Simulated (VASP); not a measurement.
# MgO (Fm-3m) in VASP: notebook

Runs on MgO. Level: PBEsol. Tasks: single point.

All numbers are computed with VASP 6.6.1; they aren't measurements. Logs are shortened: lines on timing, memory, paths and dates and some standing lists are left out, and cuts for length are marked.

## (1) The cell of the first run

It takes space group Fm-3m (No. 225, cubic). Conventional cell: a = 4.256 Å, b = 4.256 Å, c = 4.256 Å, α = 90.00°, β = 90.00°, γ = 90.00°. Within 2.8 Å of Mg (site symmetry m-3m) lie 6 O at 2.13 Å. O (site symmetry m-3m) has 6 Mg at 2.13 Å within 2.8 Å.

## (2) Single point, PBEsol (9.64 Å³/atom)

Contents of INCAR:

```
SYSTEM = MgO
ALGO = Normal ; EDIFF = 1E-6
ENCUT = 600 ; GGA = PS
GGA_COMPAT = .FALSE. ; ISIF = 2
ISMEAR = 0 ; LASPH = .TRUE.
LCHARG = .FALSE. ; LREAL = .FALSE.
LWAVE = .FALSE. ; NBANDS = 11
NELM = 120 ; PREC = Accurate
SIGMA = 0.02
```

Contents of KPOINTS:

```
k-points
0
G
  10 10 10
  0 0 0
```

Contents of POSCAR:

```
MgO
1.0
    0.0000000000      2.1279934960      2.1279934960
    2.1279934960      0.0000000000      2.1279934960
    2.1279934960      2.1279934960      0.0000000000
Mg O
1 1
Direct
    0.0000000000      0.0000000000      0.0000000000
    0.5000000000      0.5000000000      0.5000000000
```

Potentials or basis: VASP PAW PBE potentials, release 64 (Mg, O).

Launch:

```console
> cat potpaw_PBE.64/Mg/POTCAR potpaw_PBE.64/O/POTCAR > POTCAR
> mpirun -np 1 vasp_std > vasp.out
```

OUTCAR:

```text
SYSTEM = MgO
   EDIFF = 1E-6
   ENCUT = 600
   GGA = PS
   ISIF = 2
   ISMEAR = 0
   LASPH = .TRUE.
   LREAL = .FALSE.
   NELM = 120
   PREC = Accurate

 ion  position               nearest neighbor table
   1  0.000  0.000  0.000-   2 2.13   2 2.13   2 2.13   2 2.13   2 2.13   2 2.13
   2  0.500  0.500  0.500-   1 2.13   1 2.13   1 2.13   1 2.13   1 2.13   1 2.13

  LATTYP: Found a face centered cubic cell.
 ALAT       =     4.2559869920

  Lattice vectors:

 A1 = (   0.0000000000,   2.1279934960,   2.1279934960)
 A2 = (   2.1279934960,   0.0000000000,   2.1279934960)
 A3 = (   2.1279934960,   2.1279934960,   0.0000000000)

Analysis of symmetry for initial positions (statically):
=====================================================================
 Subroutine PRICEL returns:
 Original cell was already a primitive cell.

 Routine SETGRP: Setting up the symmetry group for a
 face centered cubic supercell.

 Subroutine GETGRP returns: Found 48 space group operations
 (whereof 48 operations were pure point group operations)
 out of a pool of 48 trial point group operations.

The static configuration has the point symmetry O_h .

Analysis of symmetry for dynamics (positions and initial velocities):
=====================================================================
 Subroutine PRICEL returns:
 Original cell was already a primitive cell.

 Routine SETGRP: Setting up the symmetry group for a
 face centered cubic supercell.

 Subroutine GETGRP returns: Found 48 space group operations
 (whereof 48 operations were pure point group operations)
 out of a pool of 48 trial point group operations.

The dynamic configuration has the point symmetry O_h .

 Subroutine INISYM returns: Found 48 space group operations
 (whereof 48 operations are pure point group operations),
 and found     1 'primitive' translations

----------------------------------------------------------------------------------------

                                     Primitive cell

  volume of cell :      19.2726

  direct lattice vectors                    reciprocal lattice vectors
     0.000000000  2.127993496  2.127993496    -0.234963124  0.234963124  0.234963124
     2.127993496  0.000000000  2.127993496     0.234963124 -0.234963124  0.234963124
     2.127993496  2.127993496  0.000000000     0.234963124  0.234963124 -0.234963124

  length of vectors
     3.009437263  3.009437263  3.009437263     0.406968069  0.406968069  0.406968069

  position of ions in fractional coordinates (direct lattice)
     0.000000000  0.000000000  0.000000000
     0.500000000  0.500000000  0.500000000

  ion indices of the primitive-cell ions
   primitive index   ion index
                 1           1
                 2           2

----------------------------------------------------------------------------------------

 KPOINTS: k-points

Automatic generation of k-mesh.
 Grid dimensions read from file:
 generate k-points for:   10   10   10

 Generating k-lattice:

  Cartesian coordinates                     Fractional coordinates (reciprocal lattice)
    -0.023496312  0.023496312  0.023496312     0.100000000  0.000000000  0.000000000
     0.023496312 -0.023496312  0.023496312     0.000000000  0.100000000  0.000000000
     0.023496312  0.023496312 -0.023496312     0.000000000  0.000000000  0.100000000

  Length of vectors
     0.040696807  0.040696807  0.040696807

  Shift w.r.t. Gamma in fractional coordinates (k-lattice)
     0.000000000  0.000000000  0.000000000

 Subroutine IBZKPT returns following result:
 ===========================================

 Found     47 irreducible k-points:

 Following reciprocal coordinates:
            Coordinates               Weight
  0.000000  0.000000  0.000000      1.000000
  0.100000  0.000000  0.000000      8.000000
  0.200000  0.000000  0.000000      8.000000
  0.300000  0.000000  0.000000      8.000000
  0.400000  0.000000  0.000000      8.000000
  0.500000  0.000000  0.000000      4.000000
[... 16 lines left out ...]
  0.300000  0.300000  0.000000      6.000000
  0.400000  0.300000  0.000000     24.000000
 [... further k-points ...]
   k-points           NKPTS =     47   k-points in BZ     NKDIM =     47   number of bands    NBANDS=     11
   number of dos      NEDOS =    301   number of ions     NIONS =      2
   total plane-waves  NPLWV =  13824
   dimension x,y,z NGX =    24 NGY =   24 NGZ =   24
   dimension x,y,z NGXF=    48 NGYF=   48 NGZF=   48
   ions per type =               1   1
   NGX,Y,Z   is equivalent  to a cutoff of  13.26, 13.26, 13.26 a.u.
   NGXF,Y,Z  is equivalent  to a cutoff of  26.52, 26.52, 26.52 a.u.
 SYSTEM =  MgO
   PREC   = accura    normal or accurate (medium, high low for compatibility)
   ISTART =      0    job   : 0-new  1-cont  2-samecut
   ICHARG =      2    charge: 1-file 2-atom 10-const
   ISPIN  =      1    spin polarized calculation?
   LNONCOLLINEAR =      F non collinear calculations
   LSORBIT =      F    spin-orbit coupling
   LASPH  =      T    aspherical Exc in radial PAW
   ENCUT  =  600.0 eV  44.10 Ry    6.64 a.u.   6.01  6.01  6.01*2*pi/ulx,y,z
   NELM   =    120;   NELMIN=  2; NELMDL= -5     # of ELM steps
   EDIFF  = 0.1E-05   stopping-criterion for ELM
   LREAL  =      F    real-space projection
   EDIFFG = 0.1E-04   stopping-criterion for IOM
   NSW    =      0    number of steps for IOM
   IBRION =     -1    ionic relax: 0-MD 1-quasi-New 2-CG
   NFREE  =      0    steps in history (QN), initial steepest desc. (CG)
   ISIF   =      2    stress and relaxation
   ISYM   =      2    0-nonsym 1-usesym 2-fastsym
   POTIM  = 0.5000    time-step for ionic-motion
   TEBEG  =    0.0;   TEEND  =   0.0 temperature during run
   PSTRESS=    0.0 pullay stress
   NELECT =       8.0000    total number of electrons
   NUPDOWN=      -1.0000    fix difference up-down
   EMIN   =  10.00;   EMAX   =-10.00  energy-range for DOS
   EFERMI =   0.00;   METHOD = LEGACY
   ISMEAR =     0;   SIGMA  =   0.02  broadening in eV -4-tet -1-fermi 0-gaus
   EFERMI_NEDOS =   21; number of points for ismear=-14 and -15
   IALGO  =     38    algorithm
   IMIX   =      4    mixing-type and parameters
     AMIX     =   0.40;   BMIX     =  1.00
     AMIX_MAG =   1.60;   BMIX_MAG =  1.00
  volume/ion in A,a.u.               =       9.64        65.03
  Fermi-wavevector in a.u.,A,eV,Ry     =   1.221212  2.307757 20.291180  1.491360
  Thomas-Fermi vector in A             =   2.356403
   LORBIT       =      0    0 simple, 1 ext, 2 COOP (PROOUT), +10 PAW based schemes
   GGA     = PS    functional components
   LHFCALC =     F    Hartree Fock is set to
   AEXX    =    0.0000 exact exchange contribution
   IVDW    =     0    specifies the selected vdW correction
   LEPSILON=     F    determine dielectric tensor
   LRPA    =     F    only Hartree local field effects (RPA)
 non-spin polarized calculation
 Gauss-broadening in eV      SIGMA  =   0.02
  energy-cutoff  :      600.00
  volume of cell :       19.27
 maximum number of plane-waves:       656
   NGX = 13   NGY = 13   NGZ = 13

 number of electron       8.0000004 magnetization

 Free energy of the ion-electron system (eV)
  ---------------------------------------------------
  ext. energy  EPLUGINS =         0.00000000
  ---------------------------------------------------
  free energy    TOTEN  =       -12.50617800 eV

  energy without entropy =      -12.50617800  energy(sigma->0) =      -12.50617800

 E-fermi :   3.0203     XC(G=0): -11.1605

 val. band max:        2.8358777974   @ k =   0.0000   0.0000   0.0000
 cond. band min:       7.1768859340   @ k =   0.0000   0.0000   0.0000
 fundamental gap:      4.3410081366
 Fermi energy:         3.0202770934

 k-point     1 :       0.0000    0.0000    0.0000
  band No.  band energies     occupation
      1     -14.2108      2.00000
      2       2.8359      2.00000
      3       2.8359      2.00000
      4       2.8359      2.00000
      5       7.1769      0.00000
      6      18.2971      0.00000
      7      18.2971      0.00000
      8      18.2971      0.00000
      9      22.0579      0.00000
     10      23.9060      0.00000
     11      23.9060      0.00000

 k-point     2 :       0.1000    0.0000    0.0000
  band No.  band energies     occupation
      1     -14.1088      2.00000
      2       2.1780      2.00000
      3       2.7710      2.00000
      4       2.7710      2.00000
      5       7.8152      0.00000
      6      17.0440      0.00000
      7      18.5268      0.00000
      8      18.5268      0.00000
      9      23.1360      0.00000
     10      23.1360      0.00000
     11      23.6790      0.00000

 k-point     3 :       0.2000    0.0000    0.0000
  band No.  band energies     occupation
      1     -13.8287      2.00000
      2       0.8710      2.00000
      3       2.6062      2.00000
      4       2.6062      2.00000
      5       9.0111      0.00000
      6      15.5282      0.00000
      7      18.9780      0.00000
      8      18.9780      0.00000
      9      22.4331      0.00000
     10      22.4331      0.00000
     11      24.4670      0.00000

 k-point     4 :       0.3000    0.0000    0.0000
  band No.  band energies     occupation
      1     -13.4511      2.00000
      2      -0.4214      2.00000
      3       2.4126      2.00000
      4       2.4126      2.00000
      5       9.9534      0.00000
      6      14.8095      0.00000
      7      19.0520      0.00000
      8      19.0520      0.00000
      9      22.8717      0.00000
     10      22.8717      0.00000
     11      23.8640      0.00000
[... 239 lines left out ...]
 k-point    22 :      -0.2000    0.2000    0.0000
  band No.  band energies     occupation
      1     -13.3384      2.00000
      2      -0.2279      2.00000
      3       1.5253      2.00000
      4       2.4113      2.00000
      5      10.8894      0.00000
      6      14.4070      0.00000
      7      17.4849      0.00000
      8      20.1366      0.00000
      9      20.9196      0.00000
     10      23.6844      0.00000
     11      26.9902      0.00000

 k-point    23 :       0.3000    0.3000    0.0000
  band No.  band energies     occupation
      1     -13.2546      2.00000
      2      -0.2781      2.00000
      3       1.9175      2.00000
      4       1.9175      2.00000
      5      11.2832      0.00000
      6      13.0118      0.00000
      7      16.8080      0.00000
      8      20.2610      0.00000
      9      20.2610      0.00000
     10      26.5149      0.00000
     11      29.4961      0.00000

 k-point    24 :       0.4000    0.3000    0.0000
  band No.  band energies     occupation
      1     -13.0162      2.00000
      2      -0.6897      2.00000
      3       1.5579      2.00000
      4       1.7738      2.00000
      5      12.0108      0.00000
      6      12.7377      0.00000
      7      15.9912      0.00000
      8      20.4784      0.00000
      9      20.6776      0.00000
     10      27.2210      0.00000
     11      29.1115      0.00000

 [... further k-points ...]
[... 5 lines left out ...]
  --------------------------------------------------------------------------------------
  -------------------------------------------------------------------------------------
  Total       -0.6200931     -0.6200931     -0.6200931     -0.0000000     -0.0000000     -0.0000000
  in kB      -51.5497545    -51.5497545    -51.5497545     -0.0000000     -0.0000000     -0.0000000
  external PRESSURE =     -51.5497545 kB  Pullay stress =       0.0000000 kB

 VOLUME and BASIS-vectors are now :
 -----------------------------------------------------------------------------
  energy-cutoff  :      600.00
  volume of cell :       19.27
      direct lattice vectors                 reciprocal lattice vectors
     0.000000000  2.127993496  2.127993496    -0.234963124  0.234963124  0.234963124
     2.127993496  0.000000000  2.127993496     0.234963124 -0.234963124  0.234963124
     2.127993496  2.127993496  0.000000000     0.234963124  0.234963124 -0.234963124

 POSITION                                       TOTAL-FORCE (eV/Angst)
 -----------------------------------------------------------------------------------
      0.00000      0.00000      0.00000         0.000000      0.000000      0.000000
      2.12799      2.12799      2.12799        -0.000000     -0.000000     -0.000000
 -----------------------------------------------------------------------------------
    total drift:                               -0.000000     -0.000000      0.000000

  FREE ENERGIE OF THE ION-ELECTRON SYSTEM (eV)
  ---------------------------------------------------
  free  energy   TOTEN  =       -12.5061779954 eV

  energy  without entropy=      -12.5061779954  energy(sigma->0) =      -12.50617800
```

Wall time 7.6 s (1 thread of AMD EPYC 7R13 (Zen 3), shared host); peak memory 0.11 GiB.

What came out:

```yaml
Free_energy: -12.5062 eV
Pressure: -5.2 GPa
Band_gap_on_the_k_mesh: 4.34 eV
```

Caveat: the cell stands under tension; the PAW data sets were made with another functional, which shifts forces and pressure a little.

(Continued in part 2 of 2.)
